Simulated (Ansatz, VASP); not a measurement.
CdF2: VASP beside Ansatz

File INCAR:

```
  PREC = Accurate
  ENCUT = 520
  EDIFF = 1E-8
  ISMEAR = -1
  SIGMA = 0.03
  LREAL = F
  LASPH = T
  NELM = 60
  ALGO = Normal
  ISIF = 2
  LWAVE = F
  LCHARG = F
  GGA = PE
  LEFG = T
  NBANDS = 20
```

File KPOINTS:

```
Automatic mesh
0
Gamma
  7 7 7
```

POSCAR

```
CdF2
1.0
    0.0000000000      2.7005188915      2.7005188915
    2.7005188915      0.0000000000      2.7005188915
    2.7005188915      2.7005188915      0.0000000000
Cd F
1 2
Direct
   -0.1575000000      0.0525000000      0.0525000000
    0.4075000000      0.1975000000      0.1975000000
    0.7500000000      0.7500000000      0.7500000000
```

Input for Ansatz:

```yaml
crystal:
  lattice:
    - [0.0, 2.7005188915, 2.7005188915]
    - [2.7005188915, 0.0, 2.7005188915]
    - [2.7005188915, 2.7005188915, 0.0]
  atoms:
    - { symbol: Cd, position: [-0.1575, 0.0525, 0.0525] }
    - { symbol: F, position: [0.4075, 0.1975, 0.1975] }
    - { symbol: F, position: [0.75, 0.75, 0.75] }
kpoints:
  mp_grid: { grid: [7, 7, 7] }
scf:
  occupations: { method: fermi_dirac, width: 0.03 }
hamiltonian:
  xc: pbe
  pseudopotentials: { kind: paw }
output:
  forces: true
  stress: true
  eigenvalues: true
  efg: { contact_densities: true }
  populations: true
```

Change from the starting cell: shortest bond scaled by 0.58, PAW files.

Alike in both runs: task electric field gradients; functional PBE; k mesh 7 × 7 × 7; occupations fermi-dirac, width 0.03 eV; no spin polarisation.

|  | VASP | Ansatz |
| --- | --- | --- |
| version | VASP 6.6.1 | Ansatz 0.2.0 |
| potentials or method | VASP PAW PBE potentials, release 64 (Cd, F) | PAW with Ansatz's default frozen-core files, scalar-relativistic |
| plane-wave cutoff (eV) | 520 | 420 |
| valence electrons in the cell | 26 | 34 |

Ansatz gave:

- pressure (GPa): 136.6
- traceless stress, the component that is largest in VASP (GPa): -114.46
- rms of the force components (eV/Å): 31.578
- size of Vzz on the site where it differs most (V/Å²): 454.0

Task: Which values does VASP return?

Result: Pressure (GPa): 150.2; traceless stress, the component that is largest in VASP (GPa): -126.82; rms of the force components (eV/Å): 34.929; size of Vzz on the site where it differs most (V/Å²): 774.9.

Atom by atom the forces differ by 3.351 eV/Å (rms over components). Both programs put the cell under a high pressure, so it lies far from rest at this level. The functional is the same, so the differences come from potentials, cutoffs and numerics. VASP's potentials hold 26 valence electrons a cell and Ansatz's 34, so a difference there can come from the potentials and not from the codes.

Noted on VASP's run: the cell as given lies far from equilibrium.
